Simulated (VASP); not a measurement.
# Li4Nb4O11 (a cell with a defect) in VASP: a series of runs

The runs below take Li4Nb4O11 (a cell with a defect) through single point, with PBE.

Everything below comes from runs of VASP 6.6.1. Logs are shortened: lines on timing, memory, paths and dates and some standing lists are left out, and cuts for length are marked.

### 1 The cell of the first run

The cell holds a defect, 19 atoms: a = 5.223 Å, b = 5.499 Å, c = 7.584 Å, α = 94.07°, β = 90.00°, γ = 90.00°.

### 2 Single point, PBE

The input, INCAR:

```
ALGO = Normal ; EDIFF = 1E-6
ENCUT = 520 ; GGA = PE
ISIF = 2 ; ISMEAR = 0
LASPH = T ; LCHARG = F
LREAL = Auto ; LWAVE = F
NBANDS = 80 ; NELECT = 128.0
NELM = 60 ; PREC = Accurate
SIGMA = 0.05
```

The input, KPOINTS:

```
k-points
0
Gamma
  4 4 4
```

The input, POSCAR:

```
Li4Nb4O11
1.0
    5.2231019317      0.0000000000      0.0000000000
    0.0000000000      3.0155593063     -4.5984613597
    0.0000000000      6.0311186126      4.5984613597
Li Nb O
4 4 11
Direct
    0.0000000000      0.5000000000      0.2500000000
    0.5000000000      0.0000000000      0.7500000000
    0.0000000000      0.5000000000      0.7500000000
    0.5000000000      0.0000000000      0.2500000000
    0.5000000000      0.5000000000      0.5000000000
    0.0000000000      0.0000000000      0.0000000000
    0.0000000000      0.0000000000      0.5000000000
    0.5000000000      0.5000000000      0.0000000000
    0.8803293659      0.0000000000      0.2500000000
    0.3803293659      0.5000000000      0.7500000000
    0.8098353170      0.6901646830      0.9401646830
    0.8098353170      0.3098353170      0.5598353170
    0.3098353170      0.8098353170      0.0598353170
    0.1196706341      0.0000000000      0.7500000000
    0.6196706341      0.5000000000      0.2500000000
    0.6901646830      0.8098353170      0.5598353170
    0.1901646830      0.3098353170      0.0598353170
    0.1752058537      0.6276646830      0.4401646830
    0.6901646830      0.1901646830      0.9401646830
```

Potentials or basis: VASP PAW PBE potentials, release 64 (Li_sv, Nb_sv, O).

Started as:

```bash
$ cat potpaw_PBE.64/Li_sv/POTCAR potpaw_PBE.64/Nb_sv/POTCAR potpaw_PBE.64/O/POTCAR > POTCAR
$ mpirun -np 1 vasp_std > vasp.out
```

OUTCAR:

```text
EDIFF = 1E-6
   ENCUT = 520
   GGA = PE
   ISIF = 2
   ISMEAR = 0
   LASPH = T
   LREAL = Auto
   NELECT = 128.0
   NELM = 60
   PREC = Accurate

 ion  position               nearest neighbor table
   1  0.000  0.500  0.250-  18 1.81  15 1.99  17 1.99
   2  0.500  0.000  0.750-  14 1.99  16 1.99  19 1.99
   3  0.000  0.500  0.750-  10 1.99  11 1.99  12 1.99
   4  0.500  0.000  0.250-   9 1.99  13 1.99
   5  0.500  0.500  0.500-  18 1.90  12 2.00  16 2.00  10 2.00  15 2.00
   6  0.000  0.000  0.000-  13 2.00  19 2.00  17 2.00  11 2.00   9 2.00  14 2.00
   7  0.000  0.000  0.500-  16 2.00  12 2.00  14 2.00   9 2.00  18 2.26
   8  0.500  0.500  0.000-  11 2.00  17 2.00  13 2.00  19 2.00  10 2.00  15 2.00
   9  0.880  0.000  0.250-   4 1.99   6 2.00   7 2.00
  10  0.380  0.500  0.750-   3 1.99   5 2.00   8 2.00
  11  0.810  0.690  0.940-   3 1.99   8 2.00   6 2.00
  12  0.810  0.310  0.560-   3 1.99   5 2.00   7 2.00
  13  0.310  0.810  0.060-   4 1.99   6 2.00   8 2.00
  14  0.120  0.000  0.750-   2 1.99   6 2.00   7 2.00
  15  0.620  0.500  0.250-   1 1.99   5 2.00   8 2.00
  16  0.690  0.810  0.560-   2 1.99   7 2.00   5 2.00
  17  0.190  0.310  0.060-   1 1.99   8 2.00   6 2.00
  18  0.175  0.628  0.440-   1 1.81   5 1.90   7 2.26
  19  0.690  0.190  0.940-   2 1.99   6 2.00   8 2.00

  LATTYP: Found a simple monoclinic cell.
 ALAT       =     5.4990403532
 B/A-ratio  =     0.9498206225
 C/A-ratio  =     1.3791878824
 COS(beta)  =    -0.0709408676

  Lattice vectors:

 A1 = (   0.0000000000,   3.0155593063,  -4.5984613597)
 A2 = (  -5.2231019317,   0.0000000000,   0.0000000000)
 A3 = (   0.0000000000,   6.0311186126,   4.5984613597)

Analysis of symmetry for initial positions (statically):
=====================================================================
 Subroutine PRICEL returns:
 Original cell was already a primitive cell.

 Routine SETGRP: Setting up the symmetry group for a
 simple monoclinic supercell.

 Subroutine GETGRP returns: Found  1 space group operations
 (whereof  1 operations were pure point group operations)
 out of a pool of  4 trial point group operations.

The static configuration has the point symmetry C_1 .

Analysis of symmetry for dynamics (positions and initial velocities):
=====================================================================
 Subroutine PRICEL returns:
 Original cell was already a primitive cell.

 Routine SETGRP: Setting up the symmetry group for a
 simple monoclinic supercell.

 Subroutine GETGRP returns: Found  1 space group operations
 (whereof  1 operations were pure point group operations)
 out of a pool of  4 trial point group operations.

The dynamic configuration has the point symmetry C_1 .

 Subroutine INISYM returns: Found  1 space group operations
 (whereof  1 operations are pure point group operations),
 and found     1 'primitive' translations

----------------------------------------------------------------------------------------

                                     Primitive cell

  volume of cell :     217.2852

  direct lattice vectors                    reciprocal lattice vectors
     5.223101932  0.000000000  0.000000000     0.191457110  0.000000000  0.000000000
     0.000000000  3.015559306 -4.598461360     0.000000000  0.110537814 -0.144976029
     0.000000000  6.031118613  4.598461360     0.000000000  0.110537814  0.072488014

  length of vectors
     5.223101932  5.499040353  7.584209820     0.191457110  0.182309235  0.132185932

  position of ions in fractional coordinates (direct lattice)
     0.000000000  0.500000000  0.250000000
     0.500000000  1.000000000  0.750000000
     0.000000000  0.500000000  0.750000000
     0.500000000  1.000000000  0.250000000
     0.500000000  0.500000000  0.500000000
     0.000000000  0.000000000  0.000000000
[... 11 lines left out ...]
     0.175205854  0.627664683  0.440164683
     0.690164683  0.190164683  0.940164683

  ion indices of the primitive-cell ions
   primitive index   ion index
                 1           1
                 2           2
                 3           3
                 4           4
                 5           5
                 6           6
[... 11 lines left out ...]
                18          18
                19          19

----------------------------------------------------------------------------------------

 KPOINTS: k-points

Automatic generation of k-mesh.
 Grid dimensions read from file:
 generate k-points for:    4    4    4

 Generating k-lattice:

  Cartesian coordinates                     Fractional coordinates (reciprocal lattice)
     0.047864277  0.000000000  0.000000000     0.250000000  0.000000000  0.000000000
     0.000000000  0.027634453 -0.036244007     0.000000000  0.250000000 -0.000000000
     0.000000000  0.027634453  0.018122004     0.000000000 -0.000000000  0.250000000

  Length of vectors
     0.047864277  0.045577309  0.033046483

  Shift w.r.t. Gamma in fractional coordinates (k-lattice)
     0.000000000  0.000000000  0.000000000

 Subroutine IBZKPT returns following result:
 ===========================================

 Found     36 irreducible k-points:

 Following reciprocal coordinates:
            Coordinates               Weight
  0.000000  0.000000  0.000000      1.000000
  0.250000  0.000000  0.000000      2.000000
  0.500000  0.000000  0.000000      1.000000
  0.000000  0.250000  0.000000      2.000000
  0.250000  0.250000  0.000000      2.000000
  0.250000 -0.250000  0.000000      2.000000
[... 16 lines left out ...]
  0.000000 -0.250000  0.250000      2.000000
  0.250000 -0.250000  0.250000      2.000000
 [... further k-points ...]
   k-points           NKPTS =     36   k-points in BZ     NKDIM =     36   number of bands    NBANDS=     80
   number of dos      NEDOS =    301   number of ions     NIONS =     19
   total plane-waves  NPLWV =  94080
   dimension x,y,z NGX =    40 NGY =   42 NGZ =   56
   dimension x,y,z NGXF=    80 NGYF=   84 NGZF=  112
   ions per type =               4   4  11
   NGX,Y,Z   is equivalent  to a cutoff of  12.73, 12.70, 12.28 a.u.
   NGXF,Y,Z  is equivalent  to a cutoff of  25.46, 25.39, 24.55 a.u.
 SYSTEM =  unknown system
   PREC   = accura    normal or accurate (medium, high low for compatibility)
   ISTART =      0    job   : 0-new  1-cont  2-samecut
   ICHARG =      2    charge: 1-file 2-atom 10-const
   ISPIN  =      1    spin polarized calculation?
   LNONCOLLINEAR =      F non collinear calculations
   LSORBIT =      F    spin-orbit coupling
   LASPH  =      T    aspherical Exc in radial PAW
   ENCUT  =  520.0 eV  38.22 Ry    6.18 a.u.   9.71 10.22 14.10*2*pi/ulx,y,z
   NELM   =     60;   NELMIN=  2; NELMDL= -5     # of ELM steps
   EDIFF  = 0.1E-05   stopping-criterion for ELM
   LREAL  =      T    real-space projection
   EDIFFG = 0.1E-04   stopping-criterion for IOM
   NSW    =      0    number of steps for IOM
   IBRION =     -1    ionic relax: 0-MD 1-quasi-New 2-CG
   NFREE  =      0    steps in history (QN), initial steepest desc. (CG)
   ISIF   =      2    stress and relaxation
   ISYM   =      2    0-nonsym 1-usesym 2-fastsym
   POTIM  = 0.5000    time-step for ionic-motion
   TEBEG  =    0.0;   TEEND  =   0.0 temperature during run
   PSTRESS=    0.0 pullay stress
   NELECT =     128.0000    total number of electrons
   NUPDOWN=      -1.0000    fix difference up-down
   EMIN   =  10.00;   EMAX   =-10.00  energy-range for DOS
   EFERMI =   0.00;   METHOD = LEGACY
   ISMEAR =     0;   SIGMA  =   0.05  broadening in eV -4-tet -1-fermi 0-gaus
   EFERMI_NEDOS =   21; number of points for ismear=-14 and -15
   IALGO  =     38    algorithm
   IMIX   =      4    mixing-type and parameters
     AMIX     =   0.40;   BMIX     =  1.00
     AMIX_MAG =   1.60;   BMIX_MAG =  1.00
  volume/ion in A,a.u.               =      11.44        77.17
  Fermi-wavevector in a.u.,A,eV,Ry     =   1.372360  2.593385 25.624837  1.883372
  Thomas-Fermi vector in A             =   2.497974
   LORBIT       =      0    0 simple, 1 ext, 2 COOP (PROOUT), +10 PAW based schemes
   GGA     = PE    functional components
   LHFCALC =     F    Hartree Fock is set to
   AEXX    =    0.0000 exact exchange contribution
   IVDW    =     0    specifies the selected vdW correction
   LEPSILON=     F    determine dielectric tensor
   LRPA    =     F    only Hartree local field effects (RPA)
 non-spin polarized calculation
 Gauss-broadening in eV      SIGMA  =   0.05
  energy-cutoff  :      520.00
  volume of cell :      217.29
 maximum number of plane-waves:      5888
 NGX is ok and might be reduce to    40
   NGX = 19   NGY = 21   NGZ = 29

 number of electron     127.9999976 magnetization

 Free energy of the ion-electron system (eV)
  ---------------------------------------------------
  ext. energy  EPLUGINS =         0.00000000
  ---------------------------------------------------
  free energy    TOTEN  =      -158.84555854 eV

  energy without entropy =     -158.84555854  energy(sigma->0) =     -158.84555854

 E-fermi :   4.1737     XC(G=0): -10.3195

 val. band max:        3.9021919543   @ k =   0.2500   0.0000   0.5000
 cond. band min:       4.3825329347   @ k =   0.0000   0.0000   0.5000
 fundamental gap:      0.4803409804
 Fermi energy:         4.1736664741

 k-point     1 :       0.0000    0.0000    0.0000
  band No.  band energies     occupation
      1     -52.2944      2.00000
      2     -51.6582      2.00000
      3     -50.6943      2.00000
      4     -50.6023      2.00000
      5     -40.2820      2.00000
      6     -39.1547      2.00000
[... 68 lines left out ...]
     75       8.3999      0.00000
     76       8.4757      0.00000

 k-point     2 :       0.2500    0.0000    0.0000
  band No.  band energies     occupation
      1     -52.2943      2.00000
      2     -51.6582      2.00000
      3     -50.6942      2.00000
      4     -50.6025      2.00000
      5     -40.2820      2.00000
      6     -39.1547      2.00000
[... 1730 lines left out ...]
 k-point    24 :       0.2500   -0.2500    0.2500
  band No.  band energies     occupation
      1     -52.2943      2.00000
      2     -51.6582      2.00000
      3     -50.6941      2.00000
      4     -50.6025      2.00000
      5     -40.2820      2.00000
      6     -39.1547      2.00000
[... 68 lines left out ...]
     75       8.3107      0.00000
     76       8.4438      0.00000

 [... further k-points ...]

 [bands above 76 left out]

------------------------ aborting loop because EDIFF is reached ----------------------------------------

  FORCE on cell =-STRESS in cart. coord.  units (eV):
  Direction    XX          YY          ZZ          XY          YZ          ZX
  --------------------------------------------------------------------------------------
  -------------------------------------------------------------------------------------
  Total      -22.0150984    -23.6689842    -24.6585889      0.5756931      1.1723113     -1.1070574
  in kB     -162.3308418   -174.5259578   -181.8229212      4.2449389      8.6441711     -8.1630144
  external PRESSURE =    -172.8932403 kB  Pullay stress =       0.0000000 kB

 VOLUME and BASIS-vectors are now :
 -----------------------------------------------------------------------------
  energy-cutoff  :      520.00
  volume of cell :      217.29
      direct lattice vectors                 reciprocal lattice vectors
     5.223101932  0.000000000  0.000000000     0.191457110  0.000000000  0.000000000
     0.000000000  3.015559306 -4.598461360     0.000000000  0.110537814 -0.144976029
     0.000000000  6.031118613  4.598461360     0.000000000  0.110537814  0.072488014

 POSITION                                       TOTAL-FORCE (eV/Angst)
 -----------------------------------------------------------------------------------
      0.00000      3.01556     -1.14962        -0.456463     -0.868393     -0.543721
      2.61155      4.52334      3.44885         0.233625      0.656240      0.576690
      0.00000      6.03112      1.14962         0.005940      0.398934      0.172526
      2.61155      1.50778      1.14962         0.570271     -1.295597     -0.403463
      2.61155      4.52334      0.00000         1.706124      2.681249     -2.764627
      0.00000      0.00000      0.00000        -0.181636     -0.170714     -0.087994
[... 11 lines left out ...]
      0.91512      4.54745     -0.86221         0.154915      1.241258     -0.975454
      3.60480      6.24370      3.44885         0.191310      0.055662      0.086600
 -----------------------------------------------------------------------------------
    total drift:                               -0.001044      0.000175     -0.003883

  FREE ENERGIE OF THE ION-ELECTRON SYSTEM (eV)
  ---------------------------------------------------
  free  energy   TOTEN  =      -158.8455585357 eV

  energy  without entropy=     -158.8455585357  energy(sigma->0) =     -158.84555854
```

Wall time 21 min (1 thread of Intel Xeon Platinum 8488C (Sapphire Rapids), shared host); peak memory 0.52 GiB.

Results:

```
Free energy   : -158.8456 eV
Largest force : 5.090 eV/Å
```

Forces on the atoms (eV/Å):
```
Li  -0.456 -0.868 -0.544
Li   0.234  0.656  0.577
Li   0.006  0.399  0.173
Li   0.570 -1.296 -0.403
Nb   1.706  2.681 -2.765
Nb  -0.182 -0.171 -0.088
Nb  -4.405 -0.089  2.549
Nb   0.173 -0.184 -0.095
O    1.023  2.025  1.311
O    0.212 -1.739 -0.551
O   -0.043  0.177 -0.192
O    0.694 -1.719  1.358
O   -0.065  0.260  0.021
O    0.307 -2.310 -1.906
O   -0.482  1.109  1.663
O    0.307 -0.219 -0.578
O    0.053 -0.009  0.359
O    0.155  1.241 -0.975
O    0.191  0.056  0.087
```

Caveat: the cell carries a net charge on a neutralising background, which shifts energy and pressure; the cell differs from its parent crystal (atoms taken out, atom 18 moved -0.125 of the way to it and +0.000 Å across, host rigid); the cell is charged against a uniform background, so pressure and absolute levels hang on convention; the cutoff is under 1.25 times the usual one of these potentials, so pressure, stress and relaxed cells hold a basis-set (Pulay) error.

### 3 Single point, PBE

The input, INCAR:

```
PREC = Accurate
ENCUT = 520
EDIFF = 1E-6
ISMEAR = 0
SIGMA = 0.05
LREAL = Auto
LASPH = T
NELM = 100
ALGO = Normal
ISIF = 2
LWAVE = F
LCHARG = F
GGA = PE
NELECT = 128.0
NBANDS = 80
```

The input, KPOINTS:

```
Automatic mesh
0
Gamma
  4 4 4
```

Changes to POSCAR since step 2:

```diff
@@ -25,3 +25,3 @@
     0.1901646830      0.3098353170      0.0598353170
-    0.1752058537      0.6276646830      0.4401646830
+    0.2472462512      1.0722192216      0.4401646830
     0.6901646830      0.1901646830      0.9401646830
```

Potentials or basis: VASP PAW PBE potentials, release 64 (Li_sv, Nb_sv, O).

Started as:

```bash
$ cat potpaw_PBE.64/Li_sv/POTCAR potpaw_PBE.64/Nb_sv/POTCAR potpaw_PBE.64/O/POTCAR > POTCAR
$ mpirun -np 1 vasp_std > vasp.out
```

Wall time 11 min (1 thread of Intel Xeon 6975P-C (Granite Rapids), shared host); peak memory 0.52 GiB.

The run converged. Its results:

```yaml
Free_energy: -153.6348 eV
Largest_force: 31.509 eV/Å
```

Forces in eV/Å, atoms in the order of the input:
```
Li   -0.718  -1.300  -0.590
Li    0.019   0.506   0.418
Li   -0.327   0.717   0.559
Li    0.496  -0.857  -0.436
Nb    6.591   2.621   0.520
Nb   -0.384  -0.271  -0.018
Nb  -26.341   5.255   9.448
Nb    0.363  -0.276  -0.223
O    -0.539  -0.069   0.733
O    -0.453  -2.831  -1.875
O    -0.367  -0.039   0.278
O    -1.969   0.534  -1.819
O     0.111   0.027   0.488
O     0.130  -0.668   0.177
O    -1.287   2.008   1.780
O    -3.982  -3.106   3.701
O     0.185   0.557   0.041
O    28.612  -3.091 -12.828
O    -0.139   0.285  -0.353
```

Levels at points of the mesh, in eV from the Fermi level:
```
           k point  band 62  band 63  band 64  band 65  band 66  band 67
(0.00, 0.00, 0.00)    -0.51    -0.49    -0.39     0.40     0.96     1.38
(0.50, 0.00, 0.00)    -0.82    -0.49    -0.37     0.61     1.42     1.67
(0.00, 0.50, 0.00)    -0.85    -0.47    -0.46     0.97     1.35     1.54
(0.50, 0.50, 0.00)    -0.96    -0.90    -0.88     0.39     1.25     1.41
(0.00, 0.00, 0.50)    -0.48    -0.45    -0.32     0.37     0.93     1.83
(0.50, 0.00, 0.50)    -0.65    -0.49    -0.36     0.57     1.64     1.82
(0.00, 0.50, 0.50)    -0.71    -0.47    -0.45     1.03     1.16     1.87
(0.50, 0.50, 0.50)    -0.98    -0.91    -0.83     0.35     1.29     1.85
```

Caveat: the cell carries a net charge on a neutralising background, which shifts energy and pressure; the cell differs from its parent crystal (atoms taken out, atom 18 moved 0.750 of the way to it and -0.175 Å across, host rigid); the cell is charged against a uniform background, so pressure and absolute levels hang on convention; the cutoff is under 1.25 times the usual one of these potentials, so pressure, stress and relaxed cells hold a basis-set (Pulay) error; atoms lie so close that the PAW spheres overlap strongly, which falsifies energies and pressures.

### 4 Single point, PBE

The input, INCAR:

```
SYSTEM = Li4Nb4O11
PREC = Accurate
ENCUT = 520
EDIFF = 1E-6
ISMEAR = 0
SIGMA = 0.05
LREAL = Auto
LASPH = .TRUE.
NELM = 100
ALGO = Normal
ISIF = 2
LWAVE = .FALSE.
LCHARG = .FALSE.
GGA = PE
NBANDS = 80
NELECT = 128.0
```

The input, KPOINTS:

```
Automatic mesh
0
G
  4 4 4
  0 0 0
```

Changes to POSCAR since step 3:

```diff
@@ -25,3 +25,3 @@
     0.1901646830      0.3098353170      0.0598353170
-    0.2472462512      1.0722192216      0.4401646830
+    0.1968622660      1.1488282990      0.4401646830
     0.6901646830      0.1901646830      0.9401646830
```

Started as:

```bash
$ cat potpaw_PBE.64/Li_sv/POTCAR potpaw_PBE.64/Nb_sv/POTCAR potpaw_PBE.64/O/POTCAR > POTCAR
$ mpirun -np 1 vasp_std > vasp.out
```

Wall time 27 min (1 thread of AMD EPYC 7R13, shared host); peak memory 0.5 GiB.

Results (log left out):

```yaml
Free_energy: -152.4156 eV
Largest_force: 36.662 eV/Å
```

Forces on the atoms (eV/Å):
```
Li   -0.651  -1.297  -0.476
Li    0.081   0.543   0.452
Li   -0.297   0.693   0.562
Li    0.443  -0.792  -0.502
Nb    6.410   2.345   1.039
Nb   -0.483  -0.119  -0.020
Nb  -23.448  -0.417  20.389
Nb    0.343  -0.408  -0.214
O    -0.720  -0.687   0.920
O    -0.433  -2.626  -1.773
O    -0.366  -0.054   0.272
O    -2.988   0.830  -1.714
O     0.107   0.213   0.477
O     0.388  -1.023   0.007
O    -1.248   1.902   1.693
O    -4.980  -2.610   2.979
O     0.197   0.466   0.030
O    27.702   2.790 -23.852
O    -0.057   0.252  -0.269
```

Levels at points of the mesh, in eV from the Fermi level:
| k point | band 61 | band 62 | band 63 | band 64 | band 65 | band 66 | band 67 | band 68 |
| --- | --- | --- | --- | --- | --- | --- | --- | --- |
| (0.00, 0.00, 0.00) | -0.87 | -0.46 | -0.44 | -0.33 | 0.42 | 1.17 | 1.50 | 1.71 |
| (0.50, 0.00, 0.00) | -0.96 | -0.66 | -0.44 | -0.31 | 1.00 | 1.46 | 1.66 | 1.95 |
| (0.00, 0.50, 0.00) | -0.99 | -0.71 | -0.42 | -0.40 | 1.22 | 1.25 | 1.64 | 2.02 |
| (0.50, 0.50, 0.00) | -0.98 | -0.90 | -0.84 | -0.76 | 0.29 | 1.39 | 1.54 | 1.63 |
| (0.00, 0.00, 0.50) | -0.86 | -0.43 | -0.40 | -0.27 | 0.37 | 1.17 | 1.99 | 2.22 |
| (0.50, 0.00, 0.50) | -0.72 | -0.60 | -0.44 | -0.31 | 0.96 | 1.43 | 1.97 | 2.30 |
| (0.00, 0.50, 0.50) | -0.75 | -0.67 | -0.42 | -0.39 | 1.05 | 1.25 | 2.01 | 2.29 |
| (0.50, 0.50, 0.50) | -1.01 | -0.90 | -0.88 | -0.77 | 0.25 | 1.41 | 2.01 | 2.20 |

Caveat: the cell carries a net charge on a neutralising background, which shifts energy and pressure; the cell differs from its parent crystal (atoms taken out, atom 18 moved 0.875 of the way to it and -0.525 Å across, host rigid); the cell is charged against a uniform background, so pressure and absolute levels hang on convention; the cutoff is under 1.25 times the usual one of these potentials, so pressure, stress and relaxed cells hold a basis-set (Pulay) error; atoms lie so close that the PAW spheres overlap strongly, which falsifies energies and pressures.

(Continued in part 2 of 2.)
